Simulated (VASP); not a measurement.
# H24C9F4 in VASP: relaxation of the atoms with r2SCAN+D3(BJ)

Aim: the relaxation of the atoms of H24C9F4 with r2SCAN+D3(BJ).

Everything below comes from runs of VASP 6.6.1. Logs are shortened: lines on timing, memory, paths and dates and some standing lists are left out, and cuts for length are marked.

## 1. The cell of the first run

The cell holds a disordered packing, 37 atoms: a = 7.448 Å, b = 7.448 Å, c = 7.448 Å, α = 90.00°, β = 90.00°, γ = 90.00°.

## 2. Relaxation of the atoms, r2SCAN+D3(BJ)

POSCAR

```
H24C9F4
1.0
    7.4476350000      0.0000000000      0.0000000000
    0.0000000000      7.4476350000      0.0000000000
    0.0000000000      0.0000000000      7.4476350000
C F H
9 4 24
Direct
    0.5746385000      0.8495137000      0.1473455000
    0.4693509000      0.6252996000      0.6571228000
    0.4784625000      0.4597626000      0.7771659000
    0.0984987000      0.5534495000      0.3606282000
    0.0897128000      0.4991532000      0.1634720000
    0.1763745000      0.0692666000      0.8982817000
    0.0853458000      0.0040069000      0.7269609000
    0.7682808000      0.2597332000      0.4414981000
    0.7089173000      0.0887158000      0.5370226000
    0.6737875000      0.9616740000      0.2445251000
    0.4345671000      0.9371445000      0.0798533000
    0.6731529000      0.7831975000      0.0141111000
    0.5170464000      0.7160389000      0.2508925000
    0.4273732000      0.7436372000      0.7330566000
    0.6000857000      0.6547217000      0.5973345000
    0.3735104000      0.6062257000      0.5476573000
    0.5204402000      0.3414249000      0.7012321000
    0.5743030000      0.4788365000      0.8866314000
    0.3477277000      0.4303404000      0.8369542000
    0.1082604000      0.6991414000      0.3751351000
   -0.0211666000      0.5093117000      0.4331814000
    0.2152324000      0.4941045000      0.4268347000
    0.0799512000      0.3534613000      0.1489651000
   -0.0270209000      0.5584983000      0.0972655000
    0.2093781000      0.5432910000      0.0909188000
    0.1265812000      0.2015430000      0.9377207000
    0.1516610000     -0.0227888000      1.0098476000
    0.3216459000      0.0797772000      0.8804591000
    0.1351391000     -0.1282696000      0.6875219000
   -0.0599256000     -0.0065038000      0.7447835000
    0.1100594000      0.0960622000      0.6153950000
    0.9001906000      0.3036453000      0.4884384000
    0.7771127000      0.2391469000      0.2964806000
    0.6736872000      0.3693536000      0.4653160000
    0.5770075000      0.0448037000      0.4900823000
    0.8035109000     -0.0209047000      0.5132047000
    0.7000854000      0.1093021000      0.6820402000
```

INCAR.step1

```
SYSTEM = H24C9F4
PREC = Accurate
ENCUT = 520
ISMEAR = -1
SIGMA = 0.02
LREAL = Auto
LASPH = .True.
NELM = 100
GGA = PE
ALGO = Normal
EDIFF = 1E-4
LWAVE = .True.
LCHARG = .False.
```

INCAR.step2

```
SYSTEM = H24C9F4
PREC = Accurate
ENCUT = 520
EDIFF = 1E-7
ISMEAR = -1
SIGMA = 0.02
LREAL = Auto
LASPH = .True.
NELM = 100
ALGO = Normal
ISIF = 2
LWAVE = .False.
LCHARG = .False.
METAGGA = R2SCAN
LMIXTAU = .True.
IVDW = 12
VDW_S6 = 1.0
VDW_S8 = 0.78981345
VDW_A1 = 0.49484001
VDW_A2 = 5.73083694
IBRION = 2
NSW = 35
EDIFFG = -0.3
ISTART = 1
```

KPOINTS

```
regular mesh
0
Gamma
  1 1 1
  0 0 0
```

Potentials or basis: VASP PAW PBE potentials, release 64 (C, F, H).

Launch:

```
> cat potpaw_PBE.64/C/POTCAR potpaw_PBE.64/F/POTCAR potpaw_PBE.64/H/POTCAR > POTCAR
> cp INCAR.step1 INCAR
> mpirun -np 1 vasp_gam > vasp.out
> cp INCAR.step2 INCAR
> mpirun -np 1 vasp_gam > vasp.out
```

OUTCAR:

```text
SYSTEM = H24C9F4
   PREC = Accurate
   ENCUT = 520
   EDIFF = 1E-7
   ISMEAR = -1
   LREAL = Auto
   LASPH = .True.
   NELM = 100
   ISIF = 2
   METAGGA = R2SCAN
   IVDW = 12
   IBRION = 2
   NSW = 35
   EDIFFG = -0.3
   ISTART = 1
 IVDW          = 12

 ion  position               nearest neighbor table
   1  0.575  0.850  0.147-  12 1.33  10 1.33  11 1.33  13 1.33
   2  0.469  0.625  0.657-  14 1.09  15 1.09  16 1.09   3 1.52
   3  0.478  0.460  0.777-  17 1.09  19 1.09  18 1.09   2 1.52
   4  0.098  0.553  0.361-  20 1.09  22 1.09  21 1.09   5 1.52
   5  0.090  0.499  0.163-  23 1.09  25 1.09  24 1.09   4 1.52
   6  0.176  0.069  0.898-  26 1.09  28 1.09  27 1.09   7 1.52
   7  0.085  0.004  0.727-  29 1.09  31 1.09  30 1.09   6 1.52
   8  0.768  0.260  0.441-  32 1.09  33 1.09  34 1.09   9 1.52
   9  0.709  0.089  0.537-  35 1.09  36 1.09  37 1.09   8 1.52
  10  0.674  0.962  0.245-   1 1.33
  11  0.435  0.937  0.080-   1 1.33
  12  0.673  0.783  0.014-   1 1.33
  13  0.517  0.716  0.251-   1 1.33
  14  0.427  0.744  0.733-   2 1.09
  15  0.600  0.655  0.597-   2 1.09
[... 20 lines left out ...]
  36  0.804  0.979  0.513-   9 1.09
  37  0.700  0.109  0.682-   9 1.09

  LATTYP: Found a simple cubic cell.
 ALAT       =     7.4476350000

  Lattice vectors:

 A1 = (   7.4476350000,   0.0000000000,   0.0000000000)
 A2 = (   0.0000000000,   7.4476350000,   0.0000000000)
 A3 = (   0.0000000000,   0.0000000000,   7.4476350000)

Analysis of symmetry for initial positions (statically):
=====================================================================
 Subroutine PRICEL returns:
 Original cell was already a primitive cell.

 Routine SETGRP: Setting up the symmetry group for a
 simple cubic supercell.

 Subroutine GETGRP returns: Found  1 space group operations
 (whereof  1 operations were pure point group operations)
 out of a pool of 48 trial point group operations.

The static configuration has the point symmetry C_1 .

Analysis of symmetry for dynamics (positions and initial velocities):
=====================================================================
 Subroutine PRICEL returns:
 Original cell was already a primitive cell.

 Routine SETGRP: Setting up the symmetry group for a
 simple cubic supercell.

 Subroutine GETGRP returns: Found  1 space group operations
 (whereof  1 operations were pure point group operations)
 out of a pool of 48 trial point group operations.

The dynamic configuration has the point symmetry C_1 .

 Subroutine INISYM returns: Found  1 space group operations
 (whereof  1 operations are pure point group operations),
 and found     1 'primitive' translations

----------------------------------------------------------------------------------------

                                     Primitive cell

  volume of cell :     413.1000

  direct lattice vectors                    reciprocal lattice vectors
     7.447635000  0.000000000  0.000000000     0.134270812  0.000000000  0.000000000
     0.000000000  7.447635000  0.000000000     0.000000000  0.134270812  0.000000000
     0.000000000  0.000000000  7.447635000     0.000000000  0.000000000  0.134270812

  length of vectors
     7.447635000  7.447635000  7.447635000     0.134270812  0.134270812  0.134270812

  position of ions in fractional coordinates (direct lattice)
     0.574638500  0.849513700  0.147345500
     0.469350900  0.625299600  0.657122800
     0.478462500  0.459762600  0.777165900
     0.098498700  0.553449500  0.360628200
     0.089712800  0.499153200  0.163472000
     0.176374500  0.069266600  0.898281700
[... 29 lines left out ...]
     0.803510900  0.979095300  0.513204700
     0.700085400  0.109302100  0.682040200

  ion indices of the primitive-cell ions
   primitive index   ion index
                 1           1
                 2           2
                 3           3
                 4           4
                 5           5
                 6           6
[... 29 lines left out ...]
                36          36
                37          37

----------------------------------------------------------------------------------------

 KPOINTS: regular mesh

Automatic generation of k-mesh.
 Grid dimensions read from file:
 generate k-points for:    1    1    1

 Generating k-lattice:

  Cartesian coordinates                     Fractional coordinates (reciprocal lattice)
     0.134270812  0.000000000  0.000000000     1.000000000  0.000000000  0.000000000
     0.000000000  0.134270812  0.000000000     0.000000000  1.000000000  0.000000000
     0.000000000  0.000000000  0.134270812     0.000000000  0.000000000  1.000000000

  Length of vectors
     0.134270812  0.134270812  0.134270812

  Shift w.r.t. Gamma in fractional coordinates (k-lattice)
     0.000000000  0.000000000  0.000000000

 Subroutine IBZKPT returns following result:
 ===========================================

 Found      1 irreducible k-points:

 Following reciprocal coordinates:
            Coordinates               Weight
  0.000000  0.000000  0.000000      1.000000
   k-points           NKPTS =      1   k-points in BZ     NKDIM =      1   number of bands    NBANDS=     63
   number of dos      NEDOS =    301   number of ions     NIONS =     37
   total plane-waves  NPLWV = 175616
   dimension x,y,z NGX =    56 NGY =   56 NGZ =   56
   dimension x,y,z NGXF=   112 NGYF=  112 NGZF=  112
   ions per type =               9   4  24
   NGX,Y,Z   is equivalent  to a cutoff of  12.50, 12.50, 12.50 a.u.
   NGXF,Y,Z  is equivalent  to a cutoff of  25.00, 25.00, 25.00 a.u.
 SYSTEM =  H24C9F4
   PREC   = accura    normal or accurate (medium, high low for compatibility)
   ISTART =      1    job   : 0-new  1-cont  2-samecut
   ICHARG =      0    charge: 1-file 2-atom 10-const
   ISPIN  =      1    spin polarized calculation?
   LNONCOLLINEAR =      F non collinear calculations
   LSORBIT =      F    spin-orbit coupling
   LASPH  =      T    aspherical Exc in radial PAW
   ENCUT  =  520.0 eV  38.22 Ry    6.18 a.u.  13.85 13.85 13.85*2*pi/ulx,y,z
   NELM   =    100;   NELMIN=  2; NELMDL=  0     # of ELM steps
   EDIFF  = 0.1E-06   stopping-criterion for ELM
   LREAL  =      T    real-space projection
   EDIFFG = -.3E+00   stopping-criterion for IOM
   NSW    =     35    number of steps for IOM
   IBRION =      2    ionic relax: 0-MD 1-quasi-New 2-CG
   NFREE  =      1    steps in history (QN), initial steepest desc. (CG)
   ISIF   =      2    stress and relaxation
   ISYM   =      2    0-nonsym 1-usesym 2-fastsym
   POTIM  = 0.5000    time-step for ionic-motion
   TEBEG  =    0.0;   TEEND  =   0.0 temperature during run
   PSTRESS=    0.0 pullay stress
   NELECT =      88.0000    total number of electrons
   NUPDOWN=      -1.0000    fix difference up-down
   EMIN   =  10.00;   EMAX   =-10.00  energy-range for DOS
   EFERMI =   0.00;   METHOD = LEGACY
   ISMEAR =    -1;   SIGMA  =   0.02  broadening in eV -4-tet -1-fermi 0-gaus
   EFERMI_NEDOS =   21; number of points for ismear=-14 and -15
   IALGO  =     38    algorithm
   IMIX   =      4    mixing-type and parameters
     AMIX     =   0.40;   BMIX     =  1.00
     AMIX_MAG =   1.60;   BMIX_MAG =  1.00
  volume/ion in A,a.u.               =      11.16        75.34
  Fermi-wavevector in a.u.,A,eV,Ry     =   0.977726  1.847635 13.006474  0.955949
  Thomas-Fermi vector in A             =   2.108446
   LORBIT       =      0    0 simple, 1 ext, 2 COOP (PROOUT), +10 PAW based schemes
   METAGGA = R2SCAN    functional components
   LHFCALC =     F    Hartree Fock is set to
   AEXX    =    0.0000 exact exchange contribution
   IVDW    =    12    specifies the selected vdW correction
   LEPSILON=     F    determine dielectric tensor
   LRPA    =     F    only Hartree local field effects (RPA)
 conjugate gradient relaxation of ions
 non-spin polarized calculation
  energy-cutoff  :      520.00
  volume of cell :      413.10
 maximum number of plane-waves:      5534
 NGX is ok and might be reduce to    54
   NGX = 27   NGY = 27   NGZ = 27

--------------------------------------- Ionic step        1  -------------------------------------------

 number of electron      88.0000007 magnetization

 Free energy of the ion-electron system (eV)
  ---------------------------------------------------
  ext. energy  EPLUGINS =         0.00000000
  ---------------------------------------------------
  free energy    TOTEN  =      -199.92308389 eV

  energy without entropy =     -199.92308389  energy(sigma->0) =     -199.92308389

------------------------ aborting loop because EDIFF is reached ----------------------------------------

 Edisp (eV)   -0.61780

 E8    (eV) :    -0.0957

  FORCE on cell =-STRESS in cart. coord.  units (eV):
  Direction    XX          YY          ZZ          XY          YZ          ZX
  --------------------------------------------------------------------------------------
  -------------------------------------------------------------------------------------
  Total       2.37264     1.94920     4.27256    -0.06765     0.98908     2.12706
  in kB       9.20212     7.55984    16.57081    -0.26239     3.83608     8.24966
  external pressure =       11.11 kB  Pullay stress =        0.00 kB
[... 202 lines left out ...]
  FREE ENERGIE OF THE ION-ELECTRON SYSTEM (eV)
  ---------------------------------------------------
  free  energy   TOTEN  =      -200.6058349859 eV

  energy  without entropy=     -200.6058349859  energy(sigma->0) =     -200.60583499

[... ionic steps 4 to 18 ...]

--------------------------------------- Ionic step       19  -------------------------------------------

 number of electron      87.9999968 magnetization

------------------------ aborting loop because EDIFF is reached ----------------------------------------

 Edisp (eV)   -0.61982

 E8    (eV) :    -0.0963
[... 139 lines left out ...]
  energy  without entropy=     -201.2046335972  energy(sigma->0) =     -201.20463360

--------------------------------------- Ionic step       21  -------------------------------------------

 number of electron      87.9999993 magnetization

 Free energy of the ion-electron system (eV)
  ---------------------------------------------------
  ext. energy  EPLUGINS =         0.00000000
  ---------------------------------------------------
  free energy    TOTEN  =      -200.59798240 eV

  energy without entropy =     -200.59798240  energy(sigma->0) =     -200.59798240

 E-fermi :  -4.4042     XC(G=0):  -6.5880

 val. band max:       -4.9585772648   @ k =   0.0000   0.0000   0.0000
 cond. band min:       2.2858838291   @ k =   0.0000   0.0000   0.0000
 fundamental gap:      7.2444610939
 Fermi energy:        -4.4041965332

 k-point     1 :       0.0000    0.0000    0.0000
  band No.  band energies     occupation
      1     -33.5678      2.00000
      2     -30.6388      2.00000
      3     -30.5313      2.00000
      4     -30.4934      2.00000
      5     -16.7977      2.00000
      6     -16.5601      2.00000
[... 48 lines left out ...]
     55       5.9712      0.00000
     56       6.0669      0.00000
 [bands above 56 left out]

------------------------ aborting loop because EDIFF is reached ----------------------------------------

 Edisp (eV)   -0.62006

 E8    (eV) :    -0.0963

  FORCE on cell =-STRESS in cart. coord.  units (eV):
  Direction    XX          YY          ZZ          XY          YZ          ZX
  --------------------------------------------------------------------------------------
  -------------------------------------------------------------------------------------
  Total       1.44756     0.62981     0.99502    -0.27484     0.95310     1.24129
  in kB       5.61426     2.44267     3.85913    -1.06595     3.69651     4.81424
  external pressure =        3.97 kB  Pullay stress =        0.00 kB
[... 52 lines left out ...]
  FREE ENERGIE OF THE ION-ELECTRON SYSTEM (eV)
  ---------------------------------------------------
  free  energy   TOTEN  =      -201.2180448261 eV

  energy  without entropy=     -201.2180448261  energy(sigma->0) =     -201.21804483

 reached required accuracy - stopping structural energy minimisation
```

It took 56 min on 1 thread of AMD EPYC 7R43 (Zen 3), shared host; peak memory 0.48 GiB.

What came out:

```yaml
Free_energy: -201.2180 eV
Energy_gained_by_relaxing: 18.3 meV/atom
Ionic_steps: 21
Pressure_after_relaxing: 0.4 GPa
Largest_force_after_relaxing: 0.262 eV/Å
Band_gap_on_the_k_mesh: 7.24 eV
Dispersion_energy_per_atom: -0.017 eV
```

Forces in eV/Å, atoms in the order of the input:
```
C    0.099 -0.242 -0.008
C    0.009  0.026  0.026
C   -0.008  0.031  0.007
C    0.009  0.044  0.014
C    0.053  0.036  0.045
C    0.058 -0.009 -0.014
C    0.027 -0.030  0.063
C    0.064 -0.033 -0.031
C   -0.040  0.071 -0.062
F   -0.143 -0.032  0.062
F    0.135  0.176 -0.018
F    0.148  0.177  0.023
F    0.192 -0.039  0.141
H   -0.019  0.000  0.035
H    0.010 -0.028  0.057
H    0.008  0.037 -0.070
H   -0.143 -0.017  0.014
H   -0.032 -0.050 -0.020
H   -0.008 -0.025 -0.065
H   -0.023  0.010 -0.107
H   -0.063  0.078 -0.007
H   -0.016 -0.007  0.021
H   -0.037  0.088 -0.061
H    0.038  0.011  0.074
H   -0.046 -0.062 -0.017
H   -0.007 -0.044 -0.028
H   -0.089  0.071 -0.066
H   -0.020  0.043 -0.072
H    0.020  0.070  0.019
H    0.052 -0.110  0.014
H    0.071 -0.125  0.112
H    0.072 -0.032 -0.069
H   -0.056  0.025  0.149
H   -0.107 -0.070 -0.035
H   -0.050  0.099 -0.077
H   -0.086  0.001  0.059
H   -0.068 -0.142 -0.106
```

The path:
| step | energy change (eV) | largest force (eV/Å) | pressure (GPa) |
| --- | --- | --- | --- |
| 1 | 0.0000 | 1.2411 | 1.11 |
| 2 | -0.0459 | 1.7360 | 2.13 |
| 3 | -0.0649 | 1.0912 | 1.75 |
| 4 | -0.1318 | 0.5484 | 1.96 |
| 5 | -0.1470 | 0.7376 | 2.13 |
| 6 | -0.2102 | 0.5750 | 1.74 |
| 7 | -0.2491 | 1.0517 | 1.12 |
| 8 | -0.2890 | 0.9049 | 0.99 |
| 9 | -0.3596 | 0.5771 | 0.63 |
| 10 | -0.3677 | 0.7046 | 0.45 |
| 11 | -0.4167 | 0.6417 | 0.57 |
| 12 | -0.4479 | 1.0423 | 0.75 |
| 13 | -0.4998 | 0.6558 | 0.75 |
| 14 | -0.5563 | 0.7700 | 0.73 |
| 15 | -0.5813 | 0.4171 | 0.75 |
| 16 | -0.5814 | 0.4500 | 0.75 |
| 17 | -0.6075 | 0.3474 | 0.84 |
| 18 | -0.6235 | 0.7411 | 0.99 |
| 19 | -0.6414 | 0.5707 | 0.88 |
| 20 | -0.6637 | 0.5844 | 0.54 |
| 21 | -0.6772 | 0.2616 | 0.40 |

Final structure:
```cif
data_structure
_symmetry_space_group_name_H-M 'P 1'
_symmetry_Int_Tables_number 1
_cell_length_a 7.4476
_cell_length_b 7.4476
_cell_length_c 7.4476
_cell_angle_alpha 90.000
_cell_angle_beta 90.000
_cell_angle_gamma 90.000
_cell_volume 413.10
loop_
_atom_site_label
_atom_site_type_symbol
_atom_site_fract_x
_atom_site_fract_y
_atom_site_fract_z
_atom_site_occupancy
C1 C 0.60250 0.81803 0.12808 1
C2 C 0.47916 0.63230 0.67004 1
C3 C 0.47462 0.46181 0.78289 1
C4 C 0.09758 0.56955 0.35363 1
C5 C 0.08424 0.50635 0.15962 1
C6 C 0.16752 0.08093 0.88808 1
C7 C 0.08444 0.99733 0.72133 1
C8 C 0.76061 0.25649 0.45198 1
C9 C 0.68773 0.09589 0.55584 1
F1 F 0.72916 0.92728 0.19194 1
F2 F 0.45387 0.90944 0.09028 1
F3 F 0.66572 0.73984 0.98012 1
F4 F 0.56136 0.69201 0.24837 1
H1 H 0.43645 0.75018 0.74570 1
H2 H 0.61332 0.66059 0.61795 1
H3 H 0.38939 0.62017 0.55574 1
H4 H 0.50945 0.34517 0.70204 1
H5 H 0.57011 0.46663 0.89390 1
H6 H 0.34168 0.43923 0.84023 1
H7 H 0.13325 0.71139 0.36592 1
H8 H 0.97262 0.54843 0.42649 1
H9 H 0.20108 0.49245 0.42325 1
H10 H 0.07272 0.36011 0.15609 1
H11 H 0.96896 0.56286 0.08812 1
H12 H 0.20537 0.54362 0.08541 1
H13 H 0.10718 0.21144 0.91654 1
H14 H 0.14830 0.99509 0.00610 1
H15 H 0.31177 0.10168 0.87378 1
H16 H 0.14344 0.86674 0.68919 1
H17 H 0.94148 0.97726 0.74268 1
H18 H 0.09866 0.08478 0.60334 1
H19 H 0.89352 0.29011 0.50328 1
H20 H 0.77387 0.22949 0.30794 1
H21 H 0.67928 0.37736 0.46821 1
H22 H 0.54907 0.06190 0.52222 1
H23 H 0.76973 0.97755 0.52883 1
H24 H 0.69379 0.12363 0.70019 1
```

Levels at points of the mesh, in eV from the valence-band top:
| k point | band 42 | band 43 | band 44 | band 45 | band 46 | band 47 |
| --- | --- | --- | --- | --- | --- | --- |
| (0.00, 0.00, 0.00) | -0.19 | -0.08 | 0.00 | 7.24 | 8.75 | 8.99 |

Caveat: the k points lie up to 0.84 Å⁻¹ apart; the PAW data sets were made with another functional, which shifts forces and pressure a little; the relaxation stopped at a loose force limit of 0.3 eV/Å, so its end isn't a converged minimum.
